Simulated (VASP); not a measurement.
The system is Hf4F3.

```
CELL_PARAMETERS angstrom
4.99004 0.00000 0.00000
0.00000 4.99004 0.00000
0.00000 0.00000 4.99004
ATOMIC_POSITIONS crystal
Hf 0.28429 0.71571 0.28429
Hf 0.71571 0.28429 0.28429
Hf 0.28429 0.28429 0.71571
Hf 0.71571 0.71571 0.71571
F 0.00000 0.00000 0.50000
F 0.50000 0.00000 0.00000
F 0.00000 0.50000 0.00000
```

The cell was generated, and may not be a known phase.

```yaml
Program: VASP 6.6.1
Task: relaxation of cell and atoms
Functional: PBE
Potentials_or_basis: VASP PAW PBE potentials, release 64 (Hf_pv, F)
Cutoff: 600 eV
k_mesh: 3 × 3 × 3
Occupations: gaussian, width 0.2 eV
Spin: no spin polarisation
```

At the start: pressure -3.0 GPa; volume 17.75 Å³/atom.

Problem. How do energy, volume and symmetry change on relaxing?

Solution. Over 7 steps the energy falls by 21.5 meV/atom and the volume is 17.53 Å³/atom (-1.2 %); space group P-43m (No. 215, to 0.1 Å) before and after.

The path:
| step | energy change (eV) | largest force (eV/Å) | pressure (GPa) | volume (Å³) |
| --- | --- | --- | --- | --- |
| 1 | 0.0000 | 0.9064 | -2.96 | 124.25 |
| 2 | -0.0957 | 0.1754 | 3.67 | 118.46 |
| 3 | -0.1071 | 0.4033 | 1.94 | 119.81 |
| 4 | -0.1477 | 0.0305 | 0.90 | 121.76 |
| 5 | -0.1480 | 0.0831 | 0.81 | 121.96 |
| 6 | -0.1483 | 0.0942 | -0.70 | 123.41 |
| 7 | -0.1503 | 0.0095 | 0.02 | 122.70 |

Final structure:
```yaml
crystal:
  lattice:
    - [4.96921, 0.00000, 0.00000]
    - [0.00000, 4.96921, 0.00000]
    - [0.00000, 0.00000, 4.96921]
  atoms:
    - { symbol: Hf, position: [0.29170, 0.70830, 0.29170] }
    - { symbol: Hf, position: [0.70830, 0.29170, 0.29170] }
    - { symbol: Hf, position: [0.29170, 0.29170, 0.70830] }
    - { symbol: Hf, position: [0.70830, 0.70830, 0.70830] }
    - { symbol: F, position: [0.00000, 0.00000, 0.50000] }
    - { symbol: F, position: [0.50000, 0.00000, 0.00000] }
    - { symbol: F, position: [0.00000, 0.50000, 0.00000] }
```

Caveat: the k points lie up to 0.42 Å⁻¹ apart in the final cell, too coarse for converged energies and pressures of a metal; an odd number of electrons without spin polarisation forces a metal; a magnetic or distorted state may lie lower.
